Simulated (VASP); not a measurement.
# BrO2 (fluorite type) (Fm-3m) in VASP: notebook

Runs on BrO2 (fluorite type). Level: r2SCAN. Tasks: single point.

Everything below comes from runs of VASP 6.6.1. Logs are shortened: lines on timing, memory, paths and dates and some standing lists are left out, and cuts for length are marked.

## 1. The cell of the first run

It takes space group Fm-3m (No. 225, cubic). Conventional cell: a = 5.200 Å, b = 5.200 Å, c = 5.200 Å, α = 90.00°, β = 90.00°, γ = 90.00°. Within 3.0 Å of Br (site symmetry m-3m) lie 8 O at 2.25 Å. Within 3.0 Å of O (site symmetry -43m) lie 4 Br at 2.25 Å and 6 O at 2.60 Å.

## 2. Single point, r2SCAN

File POSCAR:

```
BrO2
1.0
    0.0000000000      2.6002244905      2.6002244905
    2.6002244905      0.0000000000      2.6002244905
    2.6002244905      2.6002244905      0.0000000000
Br O
1 2
Direct
    0.0000000000      0.0000000000      0.0000000000
    0.2500000000      0.2500000000      0.2500000000
    0.7500000000      0.7500000000      0.7500000000
```

File INCAR.step1:

```
SYSTEM = BrO2
PREC     = Accurate       ! precision mode
ENCUT    = 520            ! plane-wave cutoff, eV
ISMEAR   = -1             ! smearing method
SIGMA    = 0.1            ! smearing width, eV
LREAL    = .False.        ! projectors in reciprocal space
LASPH    = .True.         ! aspherical terms in the spheres
NELM     = 60             ! most SCF steps
NBANDS   = 16             ! bands
GGA      = PE             ! functional
ALGO     = Normal         ! electronic algorithm
EDIFF    = 1E-4           ! SCF threshold, eV
LWAVE    = .True.         ! write WAVECAR
LCHARG   = .False.        ! write CHGCAR
```

File INCAR.step2:

```
SYSTEM = BrO2
PREC     = Accurate       ! precision mode
ENCUT    = 520            ! plane-wave cutoff, eV
EDIFF    = 1E-6           ! SCF threshold, eV
ISMEAR   = -1             ! smearing method
SIGMA    = 0.1            ! smearing width, eV
LREAL    = .False.        ! projectors in reciprocal space
LASPH    = .True.         ! aspherical terms in the spheres
NELM     = 60             ! most SCF steps
ALGO     = Normal         ! electronic algorithm
ISIF     = 2              ! what is computed and relaxed
LWAVE    = .False.        ! write WAVECAR
LCHARG   = .False.        ! write CHGCAR
METAGGA  = R2SCAN         ! meta-GGA
LMIXTAU  = .True.       
NBANDS   = 16             ! bands
ISTART   = 1
```

File KPOINTS:

```
Automatic mesh
0
Gamma
  11 11 11
  0 0 0
```

Potentials or basis: VASP PAW PBE potentials, release 64 (Br, O).

Launch:

```bash
$ cat potpaw_PBE.64/Br/POTCAR potpaw_PBE.64/O/POTCAR > POTCAR
$ cp INCAR.step1 INCAR
$ mpirun -np 1 vasp_std > vasp.out
$ cp INCAR.step2 INCAR
$ mpirun -np 1 vasp_std > vasp.out
```

OUTCAR:

```text
SYSTEM = BrO2
   PREC = Accurate
   ENCUT = 520
   EDIFF = 1E-6
   ISMEAR = -1
   LREAL = .False.
   LASPH = .True.
   NELM = 60
   ISIF = 2
   METAGGA = R2SCAN
   ISTART = 1

 ion  position               nearest neighbor table
   1  0.000  0.000  0.000-   3 2.25   3 2.25   3 2.25   2 2.25   2 2.25   2 2.25   3 2.25   2 2.25

   2  0.250  0.250  0.250-   1 2.25   1 2.25   1 2.25   1 2.25
   3  0.750  0.750  0.750-   1 2.25   1 2.25   1 2.25   1 2.25

  LATTYP: Found a face centered cubic cell.
 ALAT       =     5.2004489810

  Lattice vectors:

 A1 = (   0.0000000000,   2.6002244905,   2.6002244905)
 A2 = (   2.6002244905,   0.0000000000,   2.6002244905)
 A3 = (   2.6002244905,   2.6002244905,   0.0000000000)

Analysis of symmetry for initial positions (statically):
=====================================================================
 Subroutine PRICEL returns:
 Original cell was already a primitive cell.

 Routine SETGRP: Setting up the symmetry group for a
 face centered cubic supercell.

 Subroutine GETGRP returns: Found 48 space group operations
 (whereof 48 operations were pure point group operations)
 out of a pool of 48 trial point group operations.

The static configuration has the point symmetry O_h .

Analysis of symmetry for dynamics (positions and initial velocities):
=====================================================================
 Subroutine PRICEL returns:
 Original cell was already a primitive cell.

 Routine SETGRP: Setting up the symmetry group for a
 face centered cubic supercell.

 Subroutine GETGRP returns: Found 48 space group operations
 (whereof 48 operations were pure point group operations)
 out of a pool of 48 trial point group operations.

The dynamic configuration has the point symmetry O_h .

 Subroutine INISYM returns: Found 48 space group operations
 (whereof 48 operations are pure point group operations),
 and found     1 'primitive' translations

----------------------------------------------------------------------------------------

                                     Primitive cell

  volume of cell :      35.1611

  direct lattice vectors                    reciprocal lattice vectors
     0.000000000  2.600224491  2.600224491    -0.192291089  0.192291089  0.192291089
     2.600224491  0.000000000  2.600224491     0.192291089 -0.192291089  0.192291089
     2.600224491  2.600224491  0.000000000     0.192291089  0.192291089 -0.192291089

  length of vectors
     3.677272740  3.677272740  3.677272740     0.333057937  0.333057937  0.333057937

  position of ions in fractional coordinates (direct lattice)
     0.000000000  0.000000000  0.000000000
     0.250000000  0.250000000  0.250000000
     0.750000000  0.750000000  0.750000000

  ion indices of the primitive-cell ions
   primitive index   ion index
                 1           1
                 2           2
                 3           3

----------------------------------------------------------------------------------------

 KPOINTS: Automatic mesh

Automatic generation of k-mesh.
 Grid dimensions read from file:
 generate k-points for:   11   11   11

 Generating k-lattice:

  Cartesian coordinates                     Fractional coordinates (reciprocal lattice)
    -0.017481008  0.017481008  0.017481008     0.090909091  0.000000000  0.000000000
     0.017481008 -0.017481008  0.017481008     0.000000000  0.090909091  0.000000000
     0.017481008  0.017481008 -0.017481008     0.000000000  0.000000000  0.090909091

  Length of vectors
     0.030277994  0.030277994  0.030277994

  Shift w.r.t. Gamma in fractional coordinates (k-lattice)
     0.000000000  0.000000000  0.000000000

 Subroutine IBZKPT returns following result:
 ===========================================

 Found     56 irreducible k-points:

 Following reciprocal coordinates:
            Coordinates               Weight
  0.000000  0.000000  0.000000      1.000000
  0.090909  0.000000  0.000000      8.000000
  0.181818  0.000000  0.000000      8.000000
  0.272727  0.000000  0.000000      8.000000
  0.363636  0.000000  0.000000      8.000000
  0.454545  0.000000  0.000000      8.000000
[... 16 lines left out ...]
 -0.272727  0.181818  0.000000     24.000000
 -0.181818  0.181818  0.000000     12.000000
 [... further k-points ...]
   k-points           NKPTS =     56   k-points in BZ     NKDIM =     56   number of bands    NBANDS=     16
   number of dos      NEDOS =    301   number of ions     NIONS =      3
   total plane-waves  NPLWV =  21952
   dimension x,y,z NGX =    28 NGY =   28 NGZ =   28
   dimension x,y,z NGXF=    56 NGYF=   56 NGZF=   56
   ions per type =               1   2
   NGX,Y,Z   is equivalent  to a cutoff of  12.66, 12.66, 12.66 a.u.
   NGXF,Y,Z  is equivalent  to a cutoff of  25.32, 25.32, 25.32 a.u.
 SYSTEM =  BrO2
   PREC   = accura    normal or accurate (medium, high low for compatibility)
   ISTART =      1    job   : 0-new  1-cont  2-samecut
   ICHARG =      0    charge: 1-file 2-atom 10-const
   ISPIN  =      1    spin polarized calculation?
   LNONCOLLINEAR =      F non collinear calculations
   LSORBIT =      F    spin-orbit coupling
   LASPH  =      T    aspherical Exc in radial PAW
   ENCUT  =  520.0 eV  38.22 Ry    6.18 a.u.   6.84  6.84  6.84*2*pi/ulx,y,z
   NELM   =     60;   NELMIN=  2; NELMDL=  0     # of ELM steps
   EDIFF  = 0.1E-05   stopping-criterion for ELM
   LREAL  =      F    real-space projection
   EDIFFG = 0.1E-04   stopping-criterion for IOM
   NSW    =      0    number of steps for IOM
   IBRION =     -1    ionic relax: 0-MD 1-quasi-New 2-CG
   NFREE  =      0    steps in history (QN), initial steepest desc. (CG)
   ISIF   =      2    stress and relaxation
   ISYM   =      2    0-nonsym 1-usesym 2-fastsym
   POTIM  = 0.5000    time-step for ionic-motion
   TEBEG  =    0.0;   TEEND  =   0.0 temperature during run
   PSTRESS=    0.0 pullay stress
   NELECT =      19.0000    total number of electrons
   NUPDOWN=      -1.0000    fix difference up-down
   EMIN   =  10.00;   EMAX   =-10.00  energy-range for DOS
   EFERMI =   0.00;   METHOD = LEGACY
   ISMEAR =    -1;   SIGMA  =   0.10  broadening in eV -4-tet -1-fermi 0-gaus
   EFERMI_NEDOS =   21; number of points for ismear=-14 and -15
   IALGO  =     38    algorithm
   IMIX   =      4    mixing-type and parameters
     AMIX     =   0.40;   BMIX     =  1.00
     AMIX_MAG =   1.60;   BMIX_MAG =  1.00
  volume/ion in A,a.u.               =      11.72        79.09
  Fermi-wavevector in a.u.,A,eV,Ry     =   1.333435  2.519827 24.191824  1.778049
  Thomas-Fermi vector in A             =   2.462294
   LORBIT       =      0    0 simple, 1 ext, 2 COOP (PROOUT), +10 PAW based schemes
   METAGGA = R2SCAN    functional components
   LHFCALC =     F    Hartree Fock is set to
   AEXX    =    0.0000 exact exchange contribution
   IVDW    =     0    specifies the selected vdW correction
   LEPSILON=     F    determine dielectric tensor
   LRPA    =     F    only Hartree local field effects (RPA)
 non-spin polarized calculation
  energy-cutoff  :      520.00
  volume of cell :       35.16
 maximum number of plane-waves:       958
   NGX = 13   NGY = 13   NGZ = 13

 number of electron      19.0000000 magnetization

 Free energy of the ion-electron system (eV)
  ---------------------------------------------------
  ext. energy  EPLUGINS =         0.00000000
  ---------------------------------------------------
  free energy    TOTEN  =       -21.31903397 eV

  energy without entropy =      -21.28161845  energy(sigma->0) =      -21.30032621

 E-fermi :   5.0021     XC(G=0): -11.7364

 val. band max:        4.9553589348   @ k =   0.0909   0.0909   0.0000
 cond. band min:       5.0251188377   @ k =  -0.1818   0.0909   0.0000
 fundamental gap:      0.0697599029
 Fermi energy:         5.0020637149

 k-point     1 :       0.0000    0.0000    0.0000
  band No.  band energies     occupation
      1     -17.9723      2.00000
      2     -13.2012      2.00000
      3      -8.8753      2.00000
      4      -0.4203      2.00000
      5      -0.4202      2.00000
      6      -0.4202      2.00000
[... 8 lines left out ...]
     15      16.4570      0.00000
     16      23.4279      0.00000

 k-point     2 :       0.0909    0.0000    0.0000
  band No.  band energies     occupation
      1     -17.8785      2.00000
      2     -13.2547      2.00000
      3      -9.0915      2.00000
      4      -0.9352      2.00000
      5      -0.7202      2.00000
      6      -0.7201      2.00000
[... 8 lines left out ...]
     15      16.5131      0.00000
     16      23.1340      0.00000

 k-point     3 :       0.1818    0.0000    0.0000
  band No.  band energies     occupation
      1     -17.6021      2.00000
      2     -13.4218      2.00000
      3      -9.6516      2.00000
      4      -1.3229      2.00000
      5      -1.1527      2.00000
      6      -1.1527      2.00000
[... 8 lines left out ...]
     15      16.6527      0.00000
     16      22.7095      0.00000

 k-point     4 :       0.2727    0.0000    0.0000
  band No.  band energies     occupation
      1     -17.1596      2.00000
      2     -13.7257      2.00000
      3     -10.3377      2.00000
      4      -1.5165      2.00000
      5      -1.5165      2.00000
      6      -1.4622      2.00000
[... 8 lines left out ...]
     15      16.8093      0.00000
     16      21.8721      0.00000
[... 324 lines left out ...]
 k-point    22 :      -0.3636    0.1818    0.0000
  band No.  band energies     occupation
      1     -15.8943      2.00000
      2     -14.4991      2.00000
      3     -11.7704      2.00000
      4      -2.3331      2.00000
      5      -2.1988      2.00000
      6      -1.4035      2.00000
[... 8 lines left out ...]
     15      19.1489      0.00000
     16      20.5063      0.00000

 k-point    23 :      -0.2727    0.1818    0.0000
  band No.  band energies     occupation
      1     -16.4860      2.00000
      2     -14.0609      2.00000
      3     -11.3163      2.00000
      4      -2.1316      2.00000
      5      -1.8148      2.00000
      6      -1.6526      2.00000
[... 8 lines left out ...]
     15      18.6618      0.00000
     16      21.2478      0.00000

 k-point    24 :      -0.1818    0.1818    0.0000
  band No.  band energies     occupation
      1     -17.0096      2.00000
      2     -13.7451      2.00000
      3     -10.6660      2.00000
      4      -1.8415      2.00000
      5      -1.7679      2.00000
      6      -1.3768      2.00000
[... 8 lines left out ...]
     15      17.8638      0.00000
     16      21.8463      0.00000

 [... further k-points ...]

------------------------ aborting loop because EDIFF is reached ----------------------------------------

  FORCE on cell =-STRESS in cart. coord.  units (eV):
  Direction    XX          YY          ZZ          XY          YZ          ZX
  --------------------------------------------------------------------------------------
  -------------------------------------------------------------------------------------
  Total        0.5593295      0.5593295      0.5593295     -0.0000000      0.0000000     -0.0000000
  in kB       25.4868284     25.4868284     25.4868284     -0.0000000      0.0000000     -0.0000000
  external PRESSURE =      25.4868284 kB  Pullay stress =       0.0000000 kB

 VOLUME and BASIS-vectors are now :
 -----------------------------------------------------------------------------
  energy-cutoff  :      520.00
  volume of cell :       35.16
      direct lattice vectors                 reciprocal lattice vectors
     0.000000000  2.600224491  2.600224491    -0.192291089  0.192291089  0.192291089
     2.600224491  0.000000000  2.600224491     0.192291089 -0.192291089  0.192291089
     2.600224491  2.600224491  0.000000000     0.192291089  0.192291089 -0.192291089

 POSITION                                       TOTAL-FORCE (eV/Angst)
 -----------------------------------------------------------------------------------
      0.00000      0.00000      0.00000         0.000000      0.000000     -0.000000
      1.30011      1.30011      1.30011         0.000000      0.000000      0.000000
      3.90034      3.90034      3.90034        -0.000000     -0.000000     -0.000000
 -----------------------------------------------------------------------------------
    total drift:                                0.000000      0.000000      0.000000

  FREE ENERGIE OF THE ION-ELECTRON SYSTEM (eV)
  ---------------------------------------------------
  free  energy   TOTEN  =       -21.3190339652 eV

  energy  without entropy=      -21.2816184473  energy(sigma->0) =      -21.30032621
```

Run time: 76 s. Hardware: 1 thread of Intel Xeon 6975P-C (Granite Rapids), shared host; peak memory 0.17 GiB.

Results:

```yaml
Free_energy: -21.3190 eV
Pressure: 2.5 GPa
```

Caveat: the PAW data sets were made with another functional, which shifts forces and pressure a little; an odd number of electrons without spin polarisation forces a metal; a magnetic or distorted state may lie lower.

## 3. Single point, r2SCAN

This run uses another cell than the first one, of 12.09 Å³/atom, 1.032 times its volume.

File POSCAR:

```
BrO2
1.0
    0.0000000000      2.6273121117      2.6273121117
    2.6273121117      0.0000000000      2.6273121117
    2.6273121117      2.6273121117      0.0000000000
Br O
1 2
Direct
    0.0000000000      0.0000000000      0.0000000000
    0.2500000000      0.2500000000      0.2500000000
    0.7500000000      0.7500000000      0.7500000000
```

File INCAR.step1:

```
ALGO     = Normal         # electronic algorithm
EDIFF    = 1E-4           # SCF threshold, eV
ENCUT    = 520            # plane-wave cutoff, eV
GGA      = PE             # functional
ISMEAR   = -1             # smearing method
LASPH    = T              # aspherical terms in the spheres
LCHARG   = F              # write CHGCAR
LREAL    = F              # projectors in reciprocal space
LWAVE    = T              # write WAVECAR
NBANDS   = 16             # bands
NELM     = 80             # most SCF steps
PREC     = Accurate       # precision mode
SIGMA    = 0.1            # smearing width, eV
```

File INCAR.step2:

```
ALGO     = Normal         # electronic algorithm
EDIFF    = 1E-6           # SCF threshold, eV
ENCUT    = 520            # plane-wave cutoff, eV
ISIF     = 2              # what is computed and relaxed
ISMEAR   = -1             # smearing method
ISTART   = 1            
LASPH    = T              # aspherical terms in the spheres
LCHARG   = T              # write CHGCAR
LELF     = T              # ELF
LMIXTAU  = T            
LREAL    = F              # projectors in reciprocal space
LVHAR    = T            
LWAVE    = F              # write WAVECAR
METAGGA  = R2SCAN         # meta-GGA
NBANDS   = 16             # bands
NELM     = 80             # most SCF steps
PREC     = Accurate       # precision mode
SIGMA    = 0.1            # smearing width, eV
```

File KPOINTS:

```
k-points
0
Gamma
  11 11 11
```

Potentials or basis: VASP PAW PBE potentials, release 64 (Br, O).

Launch:

```bash
$ cat potpaw_PBE.64/Br/POTCAR potpaw_PBE.64/O/POTCAR > POTCAR
$ cp INCAR.step1 INCAR
$ mpirun -np 1 vasp_std > vasp.out
$ cp INCAR.step2 INCAR
$ mpirun -np 1 vasp_std > vasp.out
```

Run time: 79 s. Hardware: 1 thread of Intel Xeon 6975P-C (Granite Rapids), shared host; peak memory 0.18 GiB.

The run converged. Its results:

```
Free energy : -21.3240 eV
Pressure    : -1.5 GPa
```

Levels at points of the mesh, in eV from the Fermi level:
```tsv
k point	band 8	band 9	band 10	band 11	band 12	band 13
(0.00, 0.00, 0.00)	-4.59	-4.59	-0.19	-0.19	-0.19	9.30
```

Caveat: the PAW data sets were made with another functional, which shifts forces and pressure a little; an odd number of electrons without spin polarisation forces a metal; a magnetic or distorted state may lie lower.

(Part 1 of 2 ends here.)
